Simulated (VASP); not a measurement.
# HRh12 in VASP: single point with PBE

Aim: the single point of HRh12 with PBE.

Program: VASP 6.6.1. These are calculated values, not measurements. Logs are shortened: lines on timing, memory, paths and dates and some standing lists are left out, and cuts for length are marked.

### Step 1. The cell of the first run

The cell holds a slab with vacuum, 13 atoms: a = 5.417 Å, b = 5.417 Å, c = 19.174 Å, α = 90.00°, β = 90.00°, γ = 90.00°.

### Step 2. Single point, PBE

INCAR reads:

```
  PREC = Accurate
  ENCUT = 520
  EDIFF = 1E-6
  ISMEAR = 0
  SIGMA = 0.1
  LREAL = F
  LASPH = T
  NELM = 60
  ALGO = Normal
  ISIF = 2
  LWAVE = F
  LCHARG = T
  LDIPOL = T
  IDIPOL = 3
  DIPOL = 0.5 0.5 0.316
  GGA = PE
  LELF = T
  LVHAR = T
  LVACPOTAV = T
  NBANDS = 102
```

KPOINTS reads:

```
regular mesh
0
Gamma
  5 5 1
```

POSCAR reads:

```
HRh12
1.0
    5.4165863251      0.0000000000      0.0000000000
    0.0000000000      5.4165863251      0.0000000000
    0.0000000000      0.0000000000     19.1737394690
Rh H
12 1
Direct
    0.2500000000      0.2500000000      0.2086186686
    0.2500000000      0.7500000000      0.2086186686
    0.7500000000      0.2500000000      0.2086186686
    0.7500000000      0.7500000000      0.2086186686
    0.0000000000      0.0000000000      0.3044995961
    0.0000000000      0.5000000000      0.3044995961
    0.5000000000      0.0000000000      0.3044995961
    0.5000000000      0.5000000000      0.3044995961
    0.2500000000      0.2500000000      0.4002213278
    0.2500000000      0.7500000000      0.4002213278
    0.7500000000      0.2500000000      0.4002213278
    0.7500000000      0.7500000000      0.4002213278
    0.2500000000      0.5000000000      0.4591685863
```

Potentials or basis: VASP PAW PBE potentials, release 64 (Rh_pv, H).

Command:

```sh
cat potpaw_PBE.64/Rh_pv/POTCAR potpaw_PBE.64/H/POTCAR > POTCAR
mpirun -np 1 vasp_std > vasp.out
```

OUTCAR:

```text
PREC = Accurate
   ENCUT = 520
   EDIFF = 1E-6
   ISMEAR = 0
   LREAL = F
   LASPH = T
   NELM = 60
   ISIF = 2
   GGA = PE

 ion  position               nearest neighbor table
   1  0.250  0.250  0.209-   5 2.65   6 2.65   7 2.65   8 2.65   2 2.71   3 2.71   2 2.71   3 2.71

   2  0.250  0.750  0.209-   5 2.65   6 2.65   7 2.65   8 2.65   1 2.71   4 2.71   1 2.71   4 2.71

   3  0.750  0.250  0.209-   5 2.65   6 2.65   7 2.65   8 2.65   1 2.71   4 2.71   4 2.71   1 2.71
[... 4 lines left out ...]
                             6 2.71   7 2.71   6 2.71   7 2.71
   6  0.000  0.500  0.304-   9 2.65  10 2.65  11 2.65  12 2.65   1 2.65   2 2.65   3 2.65   4 2.65
                             5 2.71   8 2.71   5 2.71   8 2.71
   7  0.500  0.000  0.304-   9 2.65  10 2.65  11 2.65  12 2.65   1 2.65   2 2.65   3 2.65   4 2.65
                             5 2.71   8 2.71   8 2.71   5 2.71
   8  0.500  0.500  0.304-   9 2.65  10 2.65  11 2.65  12 2.65   1 2.65   2 2.65   3 2.65   4 2.65
                             6 2.71   7 2.71   7 2.71   6 2.71
   9  0.250  0.250  0.400-  13 1.76   6 2.65   7 2.65   8 2.65   5 2.65  11 2.71  10 2.71  10 2.71
                            11 2.71
  10  0.250  0.750  0.400-  13 1.76   6 2.65   7 2.65   8 2.65   5 2.65  12 2.71   9 2.71   9 2.71
                            12 2.71
  11  0.750  0.250  0.400-   5 2.65   6 2.65   7 2.65   8 2.65   9 2.71  12 2.71  12 2.71   9 2.71

  12  0.750  0.750  0.400-   5 2.65   6 2.65   7 2.65   8 2.65  10 2.71  11 2.71  11 2.71  10 2.71

  13  0.250  0.500  0.459-   9 1.76  10 1.76

  LATTYP: Found a simple tetragonal cell.
 ALAT       =     5.4165863251
 C/A-ratio  =     3.5398197902

  Lattice vectors:

 A1 = (   5.4165863251,   0.0000000000,   0.0000000000)
 A2 = (   0.0000000000,   5.4165863251,   0.0000000000)
 A3 = (   0.0000000000,   0.0000000000,  19.1737394690)

Analysis of symmetry for initial positions (statically):
=====================================================================
 Subroutine PRICEL returns:
 Original cell was already a primitive cell.

 Routine SETGRP: Setting up the symmetry group for a
 simple tetragonal supercell.

 Subroutine GETGRP returns: Found  4 space group operations
 (whereof  2 operations were pure point group operations)
 out of a pool of 16 trial point group operations.

The static configuration has the point symmetry C_1h.
 The point group associated with its full space group is C_2v.

Analysis of symmetry for dynamics (positions and initial velocities):
=====================================================================
 Subroutine PRICEL returns:
[... 135 lines left out ...]
     AMIX     =   0.40;   BMIX     =  1.00
     AMIX_MAG =   1.60;   BMIX_MAG =  1.00
  volume/ion in A,a.u.               =      43.27       292.02
  Fermi-wavevector in a.u.,A,eV,Ry     =   1.121799  2.119892 17.122014  1.258433
  Thomas-Fermi vector in A             =   2.258455
   LORBIT       =      0    0 simple, 1 ext, 2 COOP (PROOUT), +10 PAW based schemes
   GGA     = PE    functional components
   LHFCALC =     F    Hartree Fock is set to
   AEXX    =    0.0000 exact exchange contribution
   IVDW    =     0    specifies the selected vdW correction
   LEPSILON=     F    determine dielectric tensor
   LRPA    =     F    only Hartree local field effects (RPA)
 non-spin polarized calculation
 Gauss-broadening in eV      SIGMA  =   0.10
  energy-cutoff  :      520.00
  volume of cell :      562.55
 maximum number of plane-waves:     15180
   NGX = 21   NGY = 21   NGZ = 71

 dipolmoment           0.000000      0.000000     -0.070265 electrons x Angstroem

 number of electron     181.0000091 magnetization

 dipolmoment           0.000000      0.000000      0.031562 electrons x Angstroem

 Free energy of the ion-electron system (eV)
  ---------------------------------------------------
  ext. energy  EPLUGINS =         0.00000000
  ---------------------------------------------------
  free energy    TOTEN  =       -82.51599165 eV

  energy without entropy =      -82.42739020  energy(sigma->0) =      -82.47169093

 E-fermi :  -0.0393     XC(G=0):  -5.1834

 val. band max:       -0.0480670950   @ k =   0.4000   0.0000   0.0000
 cond. band min:      -0.0347405107   @ k =   0.4000   0.2000   0.0000
 fundamental gap:      0.0133265844
 Fermi energy:        -0.0393221986

 k-point     1 :       0.0000    0.0000    0.0000
  band No.  band energies     occupation
      1     -47.0668      2.00000
      2     -47.0578      2.00000
      3     -47.0159      2.00000
      4     -47.0042      2.00000
      5     -46.8856      2.00000
      6     -46.8796      2.00000
[... 934 lines left out ...]
    101       0.8207      0.00000
    102       1.5215      0.00000

------------------------ aborting loop because EDIFF is reached ----------------------------------------

  FORCE on cell =-STRESS in cart. coord.  units (eV):
  Direction    XX          YY          ZZ          XY          YZ          ZX
  --------------------------------------------------------------------------------------
  -------------------------------------------------------------------------------------
  Total       -6.6090625     -7.1180512      0.3945759      0.0000000      0.0000000      0.0000000
  in kB      -18.8231491    -20.2727904      1.1237843      0.0000000      0.0000000      0.0000000
  external PRESSURE =     -12.6573851 kB  Pullay stress =       0.0000000 kB

 VOLUME and BASIS-vectors are now :
 -----------------------------------------------------------------------------
  energy-cutoff  :      520.00
  volume of cell :      562.55
      direct lattice vectors                 reciprocal lattice vectors
     5.416586325  0.000000000  0.000000000     0.184618123  0.000000000  0.000000000
     0.000000000  5.416586325  0.000000000     0.000000000  0.184618123  0.000000000
     0.000000000  0.000000000 19.173739469     0.000000000  0.000000000  0.052154667

 POSITION                                       TOTAL-FORCE (eV/Angst)
 -----------------------------------------------------------------------------------
      1.35415      1.35415      4.00000        -0.000000     -0.049773      0.016644
      1.35415      4.06244      4.00000        -0.000000      0.049773      0.016644
      4.06244      1.35415      4.00000        -0.000000      0.100329     -0.018407
      4.06244      4.06244      4.00000        -0.000000     -0.100329     -0.018407
      0.00000      0.00000      5.83840        -0.042038      0.000000      0.031404
      0.00000      2.70829      5.83840         0.042253      0.000000     -0.170932
      2.70829      0.00000      5.83840         0.042038      0.000000      0.031404
      2.70829      2.70829      5.83840        -0.042253      0.000000     -0.170932
      1.35415      1.35415      7.67374        -0.000000      0.064574      0.188645
      1.35415      4.06244      7.67374        -0.000000     -0.064574      0.188645
      4.06244      1.35415      7.67374        -0.000000     -0.079736     -0.042543
      4.06244      4.06244      7.67374        -0.000000      0.079736     -0.042543
      1.35415      2.70829      8.80398        -0.000000      0.000000     -0.009622
 -----------------------------------------------------------------------------------
    total drift:                                0.000000      0.000000     -0.000510

  FREE ENERGIE OF THE ION-ELECTRON SYSTEM (eV)
  ---------------------------------------------------
  free  energy   TOTEN  =       -82.5159916519 eV

  energy  without entropy=      -82.4273901986  energy(sigma->0) =      -82.47169093

 vacuum level on the upper side and lower side of the slab         5.098         4.903
```

stdout:

```text
POSCAR found type information on POSCAR RhH
 POSCAR found :  2 types and      13 ions
 scaLAPACK will be used
 LDA part: xc-table for (Slater+PW92), standard interpolation
 POSCAR, INCAR and KPOINTS ok, starting setup
 FFT: planning ... GRIDC
 FFT: planning ... GRID_SOFT
 FFT: planning ... GRID
 WAVECAR not read
 entering main loop
 -----------------------------------------------------------------------------
|                                                                             |
|           W    W    AA    RRRRR   N    N  II  N    N   GGGG   !!!           |
|           W    W   A  A   R    R  NN   N  II  NN   N  G    G  !!!           |
|           W    W  A    A  R    R  N N  N  II  N N  N  G       !!!           |
|           W WW W  AAAAAA  RRRRR   N  N N  II  N  N N  G  GGG   !            |
|           WW  WW  A    A  R   R   N   NN  II  N   NN  G    G                |
|           W    W  A    A  R    R  N    N  II  N    N   GGGG   !!!           |
|                                                                             |
|     Did not find any points to average over, which means that no vacuum     |
|     field-free region was found. Please increase the size of  your cell     |
|     in the dimension of the dipole correction to obtain accurate            |
|     workfunction values.                                                    |
|                                                                             |
 -----------------------------------------------------------------------------
```

Wall time 31 min (1 thread of Intel Xeon Platinum 8488C (Sapphire Rapids), shared host); peak memory 0.7 GiB.

What came out:

```
Free energy            : -82.5160 eV
Largest force          : 0.199 eV/Å
Band gap on the k mesh : zero (an odd number of electrons rules out a gap without spin polarisation)
```

Forces on the atoms (eV/Å):
```
Rh   0.000 -0.050  0.017
Rh   0.000  0.050  0.017
Rh   0.000  0.100 -0.018
Rh   0.000 -0.100 -0.018
Rh  -0.042  0.000  0.031
Rh   0.042  0.000 -0.171
Rh   0.042  0.000  0.031
Rh  -0.042  0.000 -0.171
Rh   0.000  0.065  0.189
Rh   0.000 -0.065  0.189
Rh   0.000 -0.080 -0.043
Rh   0.000  0.080 -0.043
H    0.000  0.000 -0.010
```
